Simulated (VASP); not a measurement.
# H4C2O3: single point with LDA

The system is H4C2O3.

```xyz
27
Lattice="6.2641 0.0000 0.0000 0.0000 6.2641 0.0000 0.0000 0.0000 6.2641" Properties=species:S:1:pos:R:3 pbc="T T T"
O     1.9460    5.7568    6.4374
O     5.9817    0.2368    5.1167
O     4.4055    7.2250    1.9832
O     2.1099    1.7737    6.6946
O     3.6515    1.6876    5.0014
O     5.7189    5.1195    0.9333
O     6.4949    3.6290   -0.4535
O     2.9291    2.8709    2.5166
O     4.7904    3.7722    3.2821
C     2.8157    5.0782    5.8459
C     5.8302    1.4644    5.1784
C     3.7588    6.3326    2.4199
C     3.2481    2.0521    6.1197
C     6.2446    3.9738    0.6462
C     3.5822    3.6957    3.2399
H     3.7057    5.5563    5.3142
H     2.5752    3.9967    5.6963
H     5.7093    2.0231    6.1039
H     5.9702    2.1359    4.3412
H     3.8834    5.3531    1.8895
H     2.9452    6.4459    3.2221
H     1.7872    0.8730    6.3707
H     3.8678    2.7276    6.6624
H     5.7944    5.8571    0.1252
H     6.5056    3.4142    1.4973
H     3.6441    2.1136    2.4345
H     2.9417    4.3047    3.9081
```

```json
{
  "Program": "VASP 6.6.1",
  "Task": "single point",
  "Functional": "LDA",
  "Potentials or basis": "VASP PAW LDA potentials, release 64 (O_h, C_h, H_h)",
  "Cutoff": "1000 eV",
  "k mesh": "1 × 1 × 1",
  "Occupations": "fermi-dirac, width 0.02 eV",
  "Spin": "no spin polarisation",
  "Dipole correction": "no",
  "Further INCAR settings": "LREAL = Auto; ALGO = Normal; EDIFF = 1e-06; NBANDS = 64"
}
```

```json
{"Pressure": "5.6 GPa", "Largest force": "3.408 eV/Å"}
```

Forces in eV/Å, atoms in the order of the input:
```
O    1.837 -2.483 -1.299
O   -0.076  0.457  0.365
O    1.028  2.031  0.145
O    1.141  1.494 -0.572
O   -0.729 -0.278  1.052
O   -0.634  1.417  0.413
O    1.265 -0.109 -3.163
O   -0.489 -0.658  0.107
O    0.281  0.149  0.318
C   -1.799  1.530  0.321
C   -0.338 -1.192  0.010
C   -1.726 -2.386  0.010
C   -1.077 -0.423 -1.565
C   -0.311  2.427  0.684
C    0.798  0.555  0.851
H   -0.347 -0.405  0.631
H    0.098  0.110  0.394
H   -0.235 -0.701  0.483
H    0.070  0.165 -0.900
H    0.009  0.057  0.477
H    0.692  0.100 -0.366
H    0.054 -0.640 -0.255
H    0.740  0.874  1.124
H    0.074 -1.160 -0.154
H    0.200 -1.359  1.966
H   -0.067 -0.059 -0.968
H   -0.458  0.487 -0.107
```

Stress tensor (GPa, compression positive):
```
 0.59  1.93  2.31
 1.93 11.15  1.79
 2.31  1.79  5.11
```

Levels at points of the mesh, in eV from the Fermi level:
```
           k point  band 41  band 42  band 43  band 44  band 45  band 46  band 47  band 48  band 49  band 50
(0.00, 0.00, 0.00)    -1.71    -1.54    -1.31    -1.02    -0.49     1.54     2.18     3.28     3.68     3.99
```

Run time: 71 s on 1 thread of Intel(R) Xeon(R) Platinum 8488C (Sapphire Rapids), with other jobs on the host, peak memory 0.51 GiB.

Caveat: the k points lie up to 1.00 Å⁻¹ apart, too coarse for converged energies, forces and pressures; the atoms stand as in a frame of molecular dynamics.
